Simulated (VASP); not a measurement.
# GaSi48H25C3 in VASP: a series of runs

GaSi48H25C3 is run at these levels: revPBE+D3(BJ), PBE+D4; tasks: single point.

All numbers are computed with VASP 6.6.1; they aren't measurements. Logs are shortened: lines on timing, memory, paths and dates and some standing lists are left out, and cuts for length are marked.

## Step 1: The cell of the first run

The cell holds a slab with vacuum, 77 atoms: a = 10.862 Å, b = 10.862 Å, c = 23.428 Å, α = 90.00°, β = 90.00°, γ = 90.00°.

## Step 2: Single point, revPBE+D3(BJ)

Contents of INCAR:

```
ALGO = Normal
EDIFF = 1E-6
ENCUT = 520
GGA = RE
GGA_COMPAT = F
ISIF = 2
ISMEAR = 0
IVDW = 12
LASPH = T
LCHARG = F
LREAL = Auto
LWAVE = F
NBANDS = 165
NELM = 120
NELMDL = -8
PREC = Accurate
SIGMA = 0.03
```

Contents of KPOINTS:

```
k-points
0
Gamma
  1 1 1
```

Contents of POSCAR:

```
GaSi48H25C3
1.0
    7.6805938572      7.6805938572      0.0000000000
   -7.6805938572      7.6805938572      0.0000000000
    0.0000000000      0.0000000000     23.4276500000
Si H Ga C
48 25 1 3
Direct
    0.6930603400      0.3026076800      0.4074452300
    0.8169251700      0.6788224900      0.4107600600
    0.0629047500      0.9407655500      0.4077763600
    0.3031960000      0.1960679800      0.4317456800
    0.9664516200      0.5361540100      0.4396319200
    0.2134306900      0.7886225400      0.4265171300
    0.4571566300      0.0330262300      0.4439583200
    0.5462561600      0.4490439200      0.4268988400
    0.8782849400      0.3885422100      0.3768594300
    0.8770163100      0.8700347200      0.3744585800
    0.1377745700      0.1260620200      0.3747207500
    0.3792043700      0.3641569300      0.3775185400
    0.1145756900      0.6259230800      0.3773289400
    0.3737730800      0.8897951900      0.3774091500
    0.6049314400      0.1176179100      0.3799013100
    0.6245914200      0.6161742700      0.3767238900
    0.0003497300      0.2511634900      0.3228633200
    0.0057061000      0.7471721600      0.3120288700
    0.2533524200     -0.0017056200      0.3122577400
    0.4991582500      0.2485902100      0.3147753900
    0.2500225300      0.4982325100      0.3250492600
    0.4984186000      0.7529979400      0.3242817300
    0.7443936100      0.0020306200      0.3232194000
    0.7515541100      0.5000059300      0.3132551500
    0.8728738100      0.1259251500      0.2645097900
    0.8763605600      0.6252973800      0.2567045700
    0.1259872600      0.8765528200      0.2564900600
    0.3762114000      0.1252689800      0.2565220600
    0.1263285300      0.3749814200      0.2637250700
    0.3742649300      0.6252941300      0.2652473200
    0.6250711900      0.8734996800      0.2635483200
    0.6224074900      0.3753733000      0.2585667300
    0.7502278400      0.2496722700      0.2030796500
    0.7485521200      0.7516326300      0.2022792100
   -0.0033114600      0.0030551800      0.2028555400
    0.2486639400      0.2518484300      0.2022968700
    0.0030361800      0.4976359600      0.2022865600
    0.2522883200      0.7477435100      0.2026216200
    0.5021948900     -0.0029103100      0.2021766000
    0.4969578400      0.5026330900      0.2031981600
    0.8750000000      0.3750000000      0.1455075500
    0.8750000000      0.8750000000      0.1455075500
    0.1250000000      0.1250000000      0.1455075500
    0.3750000000      0.3750000000      0.1455075500
    0.1250000000      0.6250000000      0.1455075500
    0.3750000000      0.8750000000      0.1455075500
    0.6250000000      0.1250000000      0.1455075500
    0.6250000000      0.6250000000      0.1455075500
    0.9516281900      0.2983718100      0.1067115100
    0.7983718100      0.4516281900      0.1067115100
    0.9516281900      0.7983718100      0.1067115100
    0.7983718100      0.9516281900      0.1067115100
    0.2016281900      0.0483718100      0.1067115100
    0.0483718100      0.2016281900      0.1067115100
    0.4516281900      0.2983718100      0.1067115100
    0.2983718100      0.4516281900      0.1067115100
    0.2016281900      0.5483718100      0.1067115100
    0.0483718100      0.7016281900      0.1067115100
    0.4516281900      0.7983718100      0.1067115100
    0.2983718100      0.9516281900      0.1067115100
    0.7016281900      0.0483718100      0.1067115100
    0.5483718100      0.2016281900      0.1067115100
    0.7016281900      0.5483718100      0.1067115100
    0.5483718100      0.7016281900      0.1067115100
    0.1008146900      0.8874829700      0.5790699700
    0.1623658700      0.7748335900      0.6270002600
    0.0532435100      0.7317894800      0.5732943100
    0.4423452700      0.6701783100      0.5865503300
    0.4555656200      0.6223300900      0.5136565000
    0.4946465600      0.7754577100      0.5328706500
    0.3156882500      0.2933820900      0.5281270300
    0.1685143900      0.3208119900      0.4966225700
    0.2026612300      0.1746946400      0.5278230500
    0.2629179600      0.7587707800      0.5266224500
    0.1322032300      0.7916465900      0.5830102500
    0.4309179600      0.6993038700      0.5420408200
    0.2410623700      0.2515454400      0.5031242400
```

Potentials or basis: VASP PAW PBE potentials, release 64 (Si, H, Ga_d, C).

Command:

```bash
cat potpaw_PBE.64/Si/POTCAR potpaw_PBE.64/H/POTCAR potpaw_PBE.64/Ga_d/POTCAR potpaw_PBE.64/C/POTCAR > POTCAR
mpirun -np 1 vasp_gam > vasp.out
```

OUTCAR:

```text
EDIFF = 1E-6
   ENCUT = 520
   GGA = RE
   ISIF = 2
   ISMEAR = 0
   IVDW = 12
   LASPH = T
   LREAL = Auto
   NELM = 120
   NELMDL = -8
   PREC = Accurate
 IVDW          = 12

 ion  position               nearest neighbor table
   1  0.693  0.303  0.407-   8 2.30  15 2.32   9 2.33  20 3.08  24 3.14
   2  0.817  0.679  0.411-  10 2.34  16 2.34   5 2.34  24 3.08
   3  0.063  0.941  0.408-  10 2.30  11 2.30   6 2.37  19 3.11  18 3.14
   4  0.303  0.196  0.432-  77 1.90  11 2.36  12 2.37   7 2.45
   5  0.966  0.536  0.440-   2 2.34   9 2.38  13 2.38
   6  0.213  0.789  0.427-  14 2.36   3 2.37  13 2.37  74 2.43
   7  0.457  0.033  0.444-  14 2.38  15 2.38   4 2.45
   8  0.546  0.449  0.427-   1 2.30  16 2.32  12 2.34
   9  0.878  0.389  0.377-   1 2.33  24 2.36  17 2.36   5 2.38
  10  0.877  0.870  0.374-   3 2.30   2 2.34  23 2.36  18 2.42
  11  0.138  0.126  0.375-   3 2.30  17 2.36   4 2.36  19 2.38
  12  0.379  0.364  0.378-  20 2.33   8 2.34  21 2.37   4 2.37
  13  0.115  0.626  0.377-  18 2.34  21 2.36   6 2.37   5 2.38
  14  0.374  0.890  0.377-  19 2.33   6 2.36  22 2.36   7 2.38
  15  0.605  0.118  0.380-   1 2.32  23 2.37  20 2.38   7 2.38
  16  0.625  0.616  0.377-   8 2.32   2 2.34  22 2.37  24 2.39
  17  0.000  0.251  0.323-  11 2.36   9 2.36  29 2.37  25 2.37
  18  0.006  0.747  0.312-  27 2.32  26 2.33  13 2.34  10 2.42   3 3.14
  19  0.253  0.998  0.312-  27 2.32  28 2.32  14 2.33  11 2.38   3 3.11
  20  0.499  0.249  0.315-  32 2.33  12 2.33  28 2.33  15 2.38   1 3.08
  21  0.250  0.498  0.325-  13 2.36  12 2.37  29 2.38  30 2.39
  22  0.498  0.753  0.324-  14 2.36  16 2.37  31 2.37  30 2.38
  23  0.744  0.002  0.323-  10 2.36  31 2.36  15 2.37  25 2.38
  24  0.752  0.500  0.313-  32 2.33  26 2.33   9 2.36  16 2.39   2 3.08   1 3.14
  25  0.873  0.126  0.265-  17 2.37  23 2.38  33 2.38  35 2.38
  26  0.876  0.625  0.257-  18 2.33  34 2.33  37 2.33  24 2.33
  27  0.126  0.877  0.256-  19 2.32  18 2.32  38 2.33  35 2.33
  28  0.376  0.125  0.257-  19 2.32  36 2.33  39 2.33  20 2.33
  29  0.126  0.375  0.264-  17 2.37  36 2.37  37 2.37  21 2.38
  30  0.374  0.625  0.265-  22 2.38  40 2.38  38 2.38  21 2.39
[... 41 lines left out ...]
  72  0.169  0.321  0.497-  77 1.10
  73  0.203  0.175  0.528-  77 1.10
  74  0.263  0.759  0.527-  76 1.97  75 1.97   6 2.43
  75  0.132  0.792  0.583-  66 1.10  65 1.10  67 1.10  74 1.97
  76  0.431  0.699  0.542-  68 1.10  70 1.10  69 1.10  74 1.97
  77  0.241  0.252  0.503-  73 1.10  71 1.10  72 1.10   4 1.90

  LATTYP: Found a simple tetragonal cell.
 ALAT       =    10.8619999999
 C/A-ratio  =     2.1568449641

  Lattice vectors:

 A1 = (   7.6805938572,   7.6805938572,   0.0000000000)
 A2 = (  -7.6805938572,   7.6805938572,   0.0000000000)
 A3 = (   0.0000000000,   0.0000000000,  23.4276500000)

Analysis of symmetry for initial positions (statically):
=====================================================================
 Subroutine PRICEL returns:
 Original cell was already a primitive cell.

 Routine SETGRP: Setting up the symmetry group for a
 simple tetragonal supercell.

 Subroutine GETGRP returns: Found  1 space group operations
 (whereof  1 operations were pure point group operations)
 out of a pool of 16 trial point group operations.

The static configuration has the point symmetry C_1 .

Analysis of symmetry for dynamics (positions and initial velocities):
=====================================================================
 Subroutine PRICEL returns:
 Original cell was already a primitive cell.

 Routine SETGRP: Setting up the symmetry group for a
 simple tetragonal supercell.

 Subroutine GETGRP returns: Found  1 space group operations
 (whereof  1 operations were pure point group operations)
 out of a pool of 16 trial point group operations.

The dynamic configuration has the point symmetry C_1 .

 Subroutine INISYM returns: Found  1 space group operations
 (whereof  1 operations are pure point group operations),
 and found     1 'primitive' translations

[... 196 lines left out ...]

 Found      1 irreducible k-points:

 Following reciprocal coordinates:
            Coordinates               Weight
  0.000000  0.000000  0.000000      1.000000
   k-points           NKPTS =      1   k-points in BZ     NKDIM =      1   number of bands    NBANDS=    165
   number of dos      NEDOS =    301   number of ions     NIONS =     77
   total plane-waves  NPLWV = ******
   dimension x,y,z NGX =    84 NGY =   84 NGZ =  180
   dimension x,y,z NGXF=   168 NGYF=  168 NGZF=  360
   ions per type =              48  25   1   3
   NGX,Y,Z   is equivalent  to a cutoff of  12.86, 12.86, 12.77 a.u.
   NGXF,Y,Z  is equivalent  to a cutoff of  25.71, 25.71, 25.55 a.u.
 SYSTEM =  unknown system
   PREC   = accura    normal or accurate (medium, high low for compatibility)
   ISTART =      0    job   : 0-new  1-cont  2-samecut
   ICHARG =      2    charge: 1-file 2-atom 10-const
   ISPIN  =      1    spin polarized calculation?
   LNONCOLLINEAR =      F non collinear calculations
   LSORBIT =      F    spin-orbit coupling
   LASPH  =      T    aspherical Exc in radial PAW
   ENCUT  =  520.0 eV  38.22 Ry    6.18 a.u.  20.20 20.20 43.56*2*pi/ulx,y,z
   NELM   =    120;   NELMIN=  2; NELMDL= -8     # of ELM steps
   EDIFF  = 0.1E-05   stopping-criterion for ELM
   LREAL  =      T    real-space projection
   EDIFFG = 0.1E-04   stopping-criterion for IOM
   NSW    =      0    number of steps for IOM
   IBRION =     -1    ionic relax: 0-MD 1-quasi-New 2-CG
   NFREE  =      0    steps in history (QN), initial steepest desc. (CG)
   ISIF   =      2    stress and relaxation
   ISYM   =      2    0-nonsym 1-usesym 2-fastsym
   POTIM  = 0.5000    time-step for ionic-motion
   TEBEG  =    0.0;   TEEND  =   0.0 temperature during run
   PSTRESS=    0.0 pullay stress
   NELECT =     242.0000    total number of electrons
   NUPDOWN=      -1.0000    fix difference up-down
   EMIN   =  10.00;   EMAX   =-10.00  energy-range for DOS
   EFERMI =   0.00;   METHOD = LEGACY
   ISMEAR =     0;   SIGMA  =   0.03  broadening in eV -4-tet -1-fermi 0-gaus
   EFERMI_NEDOS =   21; number of points for ismear=-14 and -15
   IALGO  =     38    algorithm
   IMIX   =      4    mixing-type and parameters
     AMIX     =   0.40;   BMIX     =  1.00
     AMIX_MAG =   1.60;   BMIX_MAG =  1.00
  volume/ion in A,a.u.               =      35.90       242.24
  Fermi-wavevector in a.u.,A,eV,Ry     =   0.726938  1.373713  7.189841  0.528438
  Thomas-Fermi vector in A             =   1.818036
   LORBIT       =      0    0 simple, 1 ext, 2 COOP (PROOUT), +10 PAW based schemes
   GGA     = RE    functional components
   LHFCALC =     F    Hartree Fock is set to
   AEXX    =    0.0000 exact exchange contribution
   IVDW    =    12    specifies the selected vdW correction
   LEPSILON=     F    determine dielectric tensor
   LRPA    =     F    only Hartree local field effects (RPA)
 non-spin polarized calculation
 Gauss-broadening in eV      SIGMA  =   0.03
  energy-cutoff  :      520.00
  volume of cell :     2764.07
 maximum number of plane-waves:     37192
 NGX is ok and might be reduce to    84
   NGX = 41   NGY = 41   NGZ = 87

 number of electron     242.0000004 magnetization

 Free energy of the ion-electron system (eV)
  ---------------------------------------------------
  ext. energy  EPLUGINS =         0.00000000
  ---------------------------------------------------
  free energy    TOTEN  =      -354.74521490 eV

  energy without entropy =     -354.74521490  energy(sigma->0) =     -354.74521490

 E-fermi :  -0.5749     XC(G=0):  -4.4164

 val. band max:       -0.7126206997   @ k =   0.0000   0.0000   0.0000
 cond. band min:      -0.1982021295   @ k =   0.0000   0.0000   0.0000
 fundamental gap:      0.5144185702
 Fermi energy:        -0.5749208420

 k-point     1 :       0.0000    0.0000    0.0000
  band No.  band energies     occupation
      1     -15.2948      2.00000
      2     -15.1226      2.00000
      3     -15.0574      2.00000
      4     -15.0540      2.00000
      5     -15.0018      2.00000
      6     -13.4263      2.00000
[... 125 lines left out ...]
    132       1.3618      0.00000
    133       1.3791      0.00000
 [bands above 133 left out]

------------------------ aborting loop because EDIFF is reached ----------------------------------------

 Edisp (eV)  -26.49719

 E6    (eV) :    -8.3701

 E8    (eV) :   -18.1271

  FORCE on cell =-STRESS in cart. coord.  units (eV):
  Direction    XX          YY          ZZ          XY          YZ          ZX
  --------------------------------------------------------------------------------------
  -------------------------------------------------------------------------------------
  Total      12.66456     2.29728    -4.38417     0.09746     0.08279    -0.12762
  in kB       7.34095     1.33161    -2.54126     0.05649     0.04799    -0.07397
  external pressure =        2.04 kB  Pullay stress =        0.00 kB

 VOLUME and BASIS-vectors are now :
 -----------------------------------------------------------------------------
  energy-cutoff  :      520.00
  volume of cell :     2764.07
      direct lattice vectors                 reciprocal lattice vectors
     7.680593857  7.680593857  0.000000000     0.065099133  0.065099133  0.000000000
    -7.680593857  7.680593857  0.000000000    -0.065099133  0.065099133  0.000000000
     0.000000000  0.000000000 23.427650000     0.000000000  0.000000000  0.042684606

 POSITION                                       TOTAL-FORCE (eV/Angst)
 -----------------------------------------------------------------------------------
      2.99891      7.64732      9.54548         0.111372      0.014745      0.115059
      1.06071     11.48823      9.62314        -0.136939      0.010548      0.117451
     -6.74249      7.70878      9.55324        -0.113829     -0.006858      0.117184
      0.82281      3.83464     10.11479         0.026099      0.004313     -0.119526
      3.30494     11.54090     10.29954         0.073882      0.002743      0.005106
     -4.41781      7.69636      9.99229         0.064053     -0.002226     -0.061044
[... 69 lines left out ...]
     -2.06136      8.68077     12.69874         0.052909      0.025002     -0.025913
     -0.08052      3.78352     11.78702        -0.039993     -0.003056      0.036343
 -----------------------------------------------------------------------------------
    total drift:                                0.007519     -0.002331      0.023511

  FREE ENERGIE OF THE ION-ELECTRON SYSTEM (eV)
  ---------------------------------------------------
  free  energy   TOTEN  =      -381.2424094416 eV

  energy  without entropy=     -381.2424094416  energy(sigma->0) =     -381.24240944
```

It took 37 min on 1 thread of AMD EPYC 7R13, shared host; peak memory 2 GiB.

Results:

| Item | Value |
| --- | --- |
| Free energy | -381.2424 eV |
| Largest force | 0.344 eV/Å |
| Dispersion energy per atom | -0.344 eV |

Forces in eV/Å, atoms in the order of the input:
```
Si   0.111  0.015  0.115
Si  -0.137  0.011  0.117
Si  -0.114 -0.007  0.117
Si   0.026  0.004 -0.120
Si   0.074  0.003  0.005
Si   0.064 -0.002 -0.061
Si  -0.003  0.004 -0.029
Si  -0.064 -0.007  0.013
Si   0.056  0.023 -0.091
Si  -0.047  0.003 -0.077
Si  -0.014  0.054 -0.060
Si  -0.014 -0.030 -0.064
Si   0.041  0.017 -0.080
Si   0.016  0.006 -0.071
Si   0.015 -0.047 -0.076
Si  -0.043 -0.028 -0.078
Si  -0.002  0.007 -0.021
Si   0.060 -0.007 -0.131
Si   0.035  0.063 -0.082
Si  -0.038 -0.073 -0.103
Si   0.002 -0.004 -0.014
Si  -0.003  0.002 -0.014
Si  -0.002 -0.005 -0.027
Si   0.006 -0.003 -0.160
Si  -0.001  0.002  0.011
Si   0.003 -0.004  0.031
Si   0.002 -0.001  0.027
Si   0.005  0.004  0.037
Si   0.001  0.004  0.004
Si  -0.003 -0.002  0.009
Si   0.002 -0.004  0.005
Si  -0.003  0.002  0.027
Si  -0.008  0.001  0.047
Si   0.005  0.002  0.053
Si   0.008  0.000  0.048
Si   0.003  0.000  0.049
Si  -0.003  0.000  0.048
Si  -0.006 -0.001  0.045
Si  -0.004  0.000  0.046
Si   0.007  0.001  0.044
Si   0.233 -0.018  0.002
Si  -0.280  0.015 -0.065
Si  -0.300  0.004 -0.018
Si  -0.281  0.052 -0.063
Si   0.294  0.048 -0.106
Si   0.317 -0.050 -0.122
Si   0.245  0.008 -0.027
Si  -0.237 -0.070  0.003
H   -0.301 -0.026  0.018
H    0.285  0.011  0.090
H   -0.281  0.024  0.102
H    0.294 -0.003  0.011
H   -0.283 -0.032  0.104
H    0.304  0.002  0.007
H   -0.284  0.023  0.091
H    0.329  0.000  0.007
H   -0.330  0.020  0.002
H    0.286  0.001  0.090
H   -0.325 -0.021 -0.008
H    0.288 -0.003  0.090
H   -0.296  0.034  0.005
H    0.285 -0.015  0.089
H   -0.283 -0.020  0.096
H    0.311  0.012  0.028
H   -0.028  0.009 -0.002
H    0.013  0.009  0.043
H   -0.011 -0.021 -0.006
H    0.017 -0.004  0.045
H    0.010 -0.004 -0.012
H    0.007  0.027 -0.007
H    0.011  0.033  0.014
H   -0.022  0.000 -0.010
H    0.015 -0.034  0.014
Ga  -0.008 -0.011 -0.072
C   -0.044 -0.021  0.017
C    0.053  0.025 -0.026
C   -0.040 -0.003  0.036
```

Levels at points of the mesh, in eV from the Fermi level:
```
           k point  band 118  band 119  band 120  band 121  band 122  band 123  band 124  band 125
(0.00, 0.00, 0.00)     -0.59     -0.54     -0.25     -0.14      0.38      0.47      0.96      1.00
```

Caveat: the k points lie up to 0.58 Å⁻¹ apart; there is no dipole correction, which matters where the two faces differ; the PAW data sets were made with another functional, which shifts forces and pressure a little.

(Part 1 of 2 ends here.)
